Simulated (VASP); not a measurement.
# Hf (Im-3m) in VASP: notebook

Hf is run at these levels: PBE; tasks: single point.

Program: VASP 6.6.1. These are calculated values, not measurements. Logs are shortened: lines on timing, memory, paths and dates and some standing lists are left out, and cuts for length are marked.

### 1 The cell of the first run

Symmetry: Im-3m, No. 229, cubic system. Conventional cell: a = 3.610 Å, b = 3.610 Å, c = 3.610 Å, α = 90.00°, β = 90.00°, γ = 90.00°. Within 4.1 Å of Hf (site symmetry m-3m) lie 14 Hf at 3.13 to 3.61 Å.

### 2 Single point, PBE

File INCAR:

```
PREC = Accurate
ENCUT = 500
EDIFF = 1E-6
ISMEAR = -1
SIGMA = 0.1
LREAL = F
LASPH = T
NELM = 120
ALGO = Normal
ISIF = 2
LWAVE = F
LCHARG = F
GGA = PE
NBANDS = 11
GGA_COMPAT = F
```

File KPOINTS:

```
regular mesh
0
Gamma
  4 4 4
```

File POSCAR:

```
Hf
1.0
   -1.8050000000      1.8050000000      1.8050000000
    1.8050000000     -1.8050000000      1.8050000000
    1.8050000000      1.8050000000     -1.8050000000
Hf
1
Direct
    0.0000000000      0.0000000000      0.0000000000
```

Potentials or basis: VASP PAW PBE potentials, release 64 (Hf_pv).

Started as:

```bash
$ cat potpaw_PBE.64/Hf_pv/POTCAR > POTCAR
$ mpirun -np 1 vasp_std > vasp.out
```

OUTCAR:

```text
PREC = Accurate
   ENCUT = 500
   EDIFF = 1E-6
   ISMEAR = -1
   LREAL = F
   LASPH = T
   NELM = 120
   ISIF = 2
   GGA = PE

 ion  position               nearest neighbor table
   1  0.000  0.000  0.000-

  LATTYP: Found a body centered cubic cell.
 ALAT       =     3.6100000000

  Lattice vectors:

 A1 = (  -1.8050000000,   1.8050000000,   1.8050000000)
 A2 = (   1.8050000000,  -1.8050000000,   1.8050000000)
 A3 = (   1.8050000000,   1.8050000000,  -1.8050000000)

Analysis of symmetry for initial positions (statically):
=====================================================================
 Subroutine PRICEL returns:
 Original cell was already a primitive cell.

 Routine SETGRP: Setting up the symmetry group for a
 body centered cubic supercell.

 Subroutine GETGRP returns: Found 48 space group operations
 (whereof 48 operations were pure point group operations)
 out of a pool of 48 trial point group operations.

The static configuration has the point symmetry O_h .

Analysis of symmetry for dynamics (positions and initial velocities):
=====================================================================
 Subroutine PRICEL returns:
 Original cell was already a primitive cell.

 Routine SETGRP: Setting up the symmetry group for a
 body centered cubic supercell.

 Subroutine GETGRP returns: Found 48 space group operations
 (whereof 48 operations were pure point group operations)
 out of a pool of 48 trial point group operations.

The dynamic configuration has the point symmetry O_h .

 Subroutine INISYM returns: Found 48 space group operations
 (whereof 48 operations are pure point group operations),
 and found     1 'primitive' translations

----------------------------------------------------------------------------------------

                                     Primitive cell

  volume of cell :      23.5229

  direct lattice vectors                    reciprocal lattice vectors
    -1.805000000  1.805000000  1.805000000     0.000000000  0.277008310  0.277008310
     1.805000000 -1.805000000  1.805000000     0.277008310  0.000000000  0.277008310
     1.805000000  1.805000000 -1.805000000     0.277008310  0.277008310  0.000000000

  length of vectors
     3.126351708  3.126351708  3.126351708     0.391748909  0.391748909  0.391748909

  position of ions in fractional coordinates (direct lattice)
     0.000000000  0.000000000  0.000000000

  ion indices of the primitive-cell ions
   primitive index   ion index
                 1           1

----------------------------------------------------------------------------------------

 KPOINTS: regular mesh

Automatic generation of k-mesh.
 Grid dimensions read from file:
 generate k-points for:    4    4    4

 Generating k-lattice:

  Cartesian coordinates                     Fractional coordinates (reciprocal lattice)
     0.000000000  0.069252078  0.069252078     0.250000000  0.000000000  0.000000000
     0.069252078  0.000000000  0.069252078     0.000000000  0.250000000  0.000000000
     0.069252078  0.069252078  0.000000000     0.000000000  0.000000000  0.250000000

  Length of vectors
     0.097937227  0.097937227  0.097937227

  Shift w.r.t. Gamma in fractional coordinates (k-lattice)
     0.000000000  0.000000000  0.000000000

 Subroutine IBZKPT returns following result:
 ===========================================

 Found      8 irreducible k-points:

 Following reciprocal coordinates:
            Coordinates               Weight
  0.000000  0.000000  0.000000      1.000000
  0.250000  0.000000  0.000000     12.000000
  0.500000  0.000000  0.000000      6.000000
  0.250000  0.250000  0.000000     24.000000
  0.250000  0.250000  0.250000      2.000000
 -0.250000  0.250000  0.250000      6.000000
  0.500000  0.500000  0.250000     12.000000
  0.500000  0.500000  0.500000      1.000000
   k-points           NKPTS =      8   k-points in BZ     NKDIM =      8   number of bands    NBANDS=     11
   number of dos      NEDOS =    301   number of ions     NIONS =      1
   total plane-waves  NPLWV =  13824
   dimension x,y,z NGX =    24 NGY =   24 NGZ =   24
   dimension x,y,z NGXF=    48 NGYF=   48 NGZF=   48
   ions per type =               1
   NGX,Y,Z   is equivalent  to a cutoff of  12.76, 12.76, 12.76 a.u.
   NGXF,Y,Z  is equivalent  to a cutoff of  25.52, 25.52, 25.52 a.u.
 SYSTEM =  unknown system
   PREC   = accura    normal or accurate (medium, high low for compatibility)
   ISTART =      0    job   : 0-new  1-cont  2-samecut
   ICHARG =      2    charge: 1-file 2-atom 10-const
   ISPIN  =      1    spin polarized calculation?
   LNONCOLLINEAR =      F non collinear calculations
   LSORBIT =      F    spin-orbit coupling
   LASPH  =      T    aspherical Exc in radial PAW
   ENCUT  =  500.0 eV  36.75 Ry    6.06 a.u.   5.70  5.70  5.70*2*pi/ulx,y,z
   NELM   =    120;   NELMIN=  2; NELMDL= -5     # of ELM steps
   EDIFF  = 0.1E-05   stopping-criterion for ELM
   LREAL  =      F    real-space projection
   EDIFFG = 0.1E-04   stopping-criterion for IOM
   NSW    =      0    number of steps for IOM
   IBRION =     -1    ionic relax: 0-MD 1-quasi-New 2-CG
   NFREE  =      0    steps in history (QN), initial steepest desc. (CG)
   ISIF   =      2    stress and relaxation
   ISYM   =      2    0-nonsym 1-usesym 2-fastsym
   POTIM  = 0.5000    time-step for ionic-motion
   TEBEG  =    0.0;   TEEND  =   0.0 temperature during run
   PSTRESS=    0.0 pullay stress
   NELECT =      10.0000    total number of electrons
   NUPDOWN=      -1.0000    fix difference up-down
   EMIN   =  10.00;   EMAX   =-10.00  energy-range for DOS
   EFERMI =   0.00;   METHOD = LEGACY
   ISMEAR =    -1;   SIGMA  =   0.10  broadening in eV -4-tet -1-fermi 0-gaus
   EFERMI_NEDOS =   21; number of points for ismear=-14 and -15
   IALGO  =     38    algorithm
   IMIX   =      4    mixing-type and parameters
     AMIX     =   0.40;   BMIX     =  1.00
     AMIX_MAG =   1.60;   BMIX_MAG =  1.00
  volume/ion in A,a.u.               =      23.52       158.74
  Fermi-wavevector in a.u.,A,eV,Ry     =   1.230961  2.326179 20.616432  1.515265
  Thomas-Fermi vector in A             =   2.365789
   LORBIT       =      0    0 simple, 1 ext, 2 COOP (PROOUT), +10 PAW based schemes
   GGA     = PE    functional components
   LHFCALC =     F    Hartree Fock is set to
   AEXX    =    0.0000 exact exchange contribution
   IVDW    =     0    specifies the selected vdW correction
   LEPSILON=     F    determine dielectric tensor
   LRPA    =     F    only Hartree local field effects (RPA)
 non-spin polarized calculation
  energy-cutoff  :      500.00
  volume of cell :       23.52
 maximum number of plane-waves:       611
 NGX is ok and might be reduce to    24
   NGX = 11   NGY = 11   NGZ = 11

 number of electron      10.0000001 magnetization

 Free energy of the ion-electron system (eV)
  ---------------------------------------------------
  ext. energy  EPLUGINS =         0.00000000
  ---------------------------------------------------
  free energy    TOTEN  =        -9.81197283 eV

  energy without entropy =       -9.74074804  energy(sigma->0) =       -9.77636044

 E-fermi :   4.2526     XC(G=0): -11.0602

 val. band max:        4.2215539214   @ k =   0.2500   0.2500   0.0000
 cond. band min:       4.2526533259   @ k =  -0.2500   0.2500   0.2500
 fundamental gap:      0.0310994045
 Fermi energy:         4.2525996143

 k-point     1 :       0.0000    0.0000    0.0000
  band No.  band energies     occupation
      1     -25.8042      2.00000
      2     -25.8042      2.00000
      3     -25.8042      2.00000
      4      -2.6291      2.00000
      5       5.7217      0.00000
      6       5.7217      0.00000
      7       5.7217      0.00000
      8       8.3586      0.00000
      9       8.3586      0.00000
     10      17.2908      0.00000
     11      17.2908      0.00000

 k-point     2 :       0.2500    0.0000    0.0000
  band No.  band energies     occupation
      1     -26.1589      2.00000
      2     -25.9186      2.00000
      3     -25.8052      2.00000
      4      -0.7246      2.00000
      5       4.6465      0.03818
      6       4.7932      0.00894
      7       7.7619      0.00000
      8       7.8756      0.00000
      9       8.5006      0.00000
     10      17.2622      0.00000
     11      17.2891      0.00000

 k-point     3 :       0.5000    0.0000    0.0000
  band No.  band energies     occupation
      1     -26.4920      2.00000
      2     -26.0305      2.00000
      3     -25.8063      2.00000
      4       1.0173      2.00000
      5       3.8244      1.97274
      6       5.1313      0.00031
      7       8.1622      0.00000
      8       9.1113      0.00000
      9      11.3975      0.00000
     10      13.7368      0.00000
     11      14.4903      0.00000

 k-point     4 :       0.2500    0.2500    0.0000
  band No.  band energies     occupation
      1     -26.3678      2.00000
      2     -26.0945      2.00000
      3     -25.8763      2.00000
      4       1.8017      2.00000
      5       3.6110      1.99673
      6       4.2216      1.15399
      7       8.0096      0.00000
      8       8.9290      0.00000
      9      11.4775      0.00000
     10      13.3531      0.00000
     11      16.8235      0.00000

 k-point     5 :       0.2500    0.2500    0.2500
  band No.  band energies     occupation
      1     -26.1467      2.00000
      2     -26.1467      2.00000
      3     -26.1467      2.00000
      4       3.6094      1.99679
      5       3.6094      1.99679
      6       3.6094      1.99679
      7       9.2514      0.00000
      8       9.2514      0.00000
      9       9.4525      0.00000
     10      15.0908      0.00000
     11      15.0908      0.00000

 k-point     6 :      -0.2500    0.2500    0.2500
  band No.  band energies     occupation
      1     -26.1707      2.00000
      2     -26.0420      2.00000
      3     -26.0420      2.00000
      4       0.9072      2.00000
      5       4.2527      0.99973
      6       5.9540      0.00000
      7       5.9540      0.00000
      8       7.7166      0.00000
      9       8.9420      0.00000
     10      16.4634      0.00000
     11      17.3170      0.00000

 k-point     7 :       0.5000    0.5000    0.2500
  band No.  band energies     occupation
      1     -26.3923      2.00000
      2     -26.1623      2.00000
      3     -26.0543      2.00000
      4       2.3734      2.00000
      5       3.1325      1.99997
      6       5.8549      0.00000
      7       6.1299      0.00000
      8      10.7331      0.00000
      9      11.0002      0.00000
     10      13.1359      0.00000
     11      15.6787      0.00000

 k-point     8 :       0.5000    0.5000    0.5000
  band No.  band energies     occupation
      1     -26.2906      2.00000
      2     -26.2906      2.00000
      3     -26.2906      2.00000
      4       1.8773      2.00000
      5       1.8773      2.00000
      6      10.6355      0.00000
      7      10.6355      0.00000
      8      10.6355      0.00000
      9      11.0818      0.00000
     10      11.0818      0.00000
     11      11.0818      0.00000

------------------------ aborting loop because EDIFF is reached ----------------------------------------

  FORCE on cell =-STRESS in cart. coord.  units (eV):
  Direction    XX          YY          ZZ          XY          YZ          ZX
  --------------------------------------------------------------------------------------
  -------------------------------------------------------------------------------------
  Total       -0.7312198     -0.7312198     -0.7312198      0.0000000      0.0000000      0.0000000
  in kB      -49.8043111    -49.8043111    -49.8043111      0.0000000      0.0000000      0.0000000
  external PRESSURE =     -49.8043111 kB  Pullay stress =       0.0000000 kB

 VOLUME and BASIS-vectors are now :
 -----------------------------------------------------------------------------
  energy-cutoff  :      500.00
  volume of cell :       23.52
      direct lattice vectors                 reciprocal lattice vectors
    -1.805000000  1.805000000  1.805000000     0.000000000  0.277008310  0.277008310
     1.805000000 -1.805000000  1.805000000     0.277008310  0.000000000  0.277008310
     1.805000000  1.805000000 -1.805000000     0.277008310  0.277008310  0.000000000

 POSITION                                       TOTAL-FORCE (eV/Angst)
 -----------------------------------------------------------------------------------
      0.00000      0.00000      0.00000         0.000000     -0.000000      0.000000
 -----------------------------------------------------------------------------------
    total drift:                               -0.000000      0.000000      0.000000

  FREE ENERGIE OF THE ION-ELECTRON SYSTEM (eV)
  ---------------------------------------------------
  free  energy   TOTEN  =        -9.8119728334 eV

  energy  without entropy=       -9.7407480445  energy(sigma->0) =       -9.77636044
```

It took 5.7 s on 1 thread of AMD EPYC 7R43 (Zen 3), shared host; peak memory 0.1 GiB.

What came out:

| Property | Result |
| --- | --- |
| Free energy | -9.8120 eV |
| Pressure | -5.0 GPa |
| Band gap on the k mesh | zero (band 5 reaches 5.72 eV, above the bottom of band 6 at 3.61 eV) |

Caveat: the k points lie up to 0.62 Å⁻¹ apart; spin-orbit coupling is left out, which moves the levels of the heavy elements.

### 3 Single point, PBE

File INCAR:

```
ALGO = Normal
EDIFF = 1E-6
ENCUT = 500
GGA = PE
GGA_COMPAT = False
ISIF = 2
ISMEAR = -1
LASPH = True
LCHARG = False
LREAL = False
LWAVE = False
NBANDS = 11
NELM = 120
PREC = Accurate
SIGMA = 0.1
```

File KPOINTS:

```
k-points
0
Gamma
  8 8 8
```

POSCAR is that of step 2.

Potentials or basis: VASP PAW PBE potentials, release 64 (Hf_pv).

Started as:

```bash
$ cat potpaw_PBE.64/Hf_pv/POTCAR > POTCAR
$ mpirun -np 1 vasp_std > vasp.out
```

It took 8.4 s on 1 thread of AMD EPYC 7R43 (Zen 3), shared host; peak memory 0.1 GiB.

It converged, with:

```
Free energy            : -9.7593 eV
Pressure               : -5.3 GPa
Band gap on the k mesh : zero (band 5 reaches 5.73 eV, above the bottom of band 6 at 3.55 eV)
```

Levels at points of the mesh, in eV from the Fermi level:
| k point | band 2 | band 3 | band 4 | band 5 | band 6 | band 7 | band 8 | band 9 |
| --- | --- | --- | --- | --- | --- | --- | --- | --- |
| (0.00, 0.00, 0.00) | -30.04 | -30.04 | -6.89 | 1.48 | 1.48 | 1.48 | 4.11 | 4.11 |
| (0.50, 0.00, 0.00) | -30.27 | -30.04 | -3.24 | -0.42 | 0.88 | 3.92 | 4.87 | 7.16 |
| (0.50, 0.50, 0.50) | -30.53 | -30.53 | -2.37 | -2.37 | 6.39 | 6.39 | 6.39 | 6.83 |

Caveat: spin-orbit coupling is left out, which moves the levels of the heavy elements.
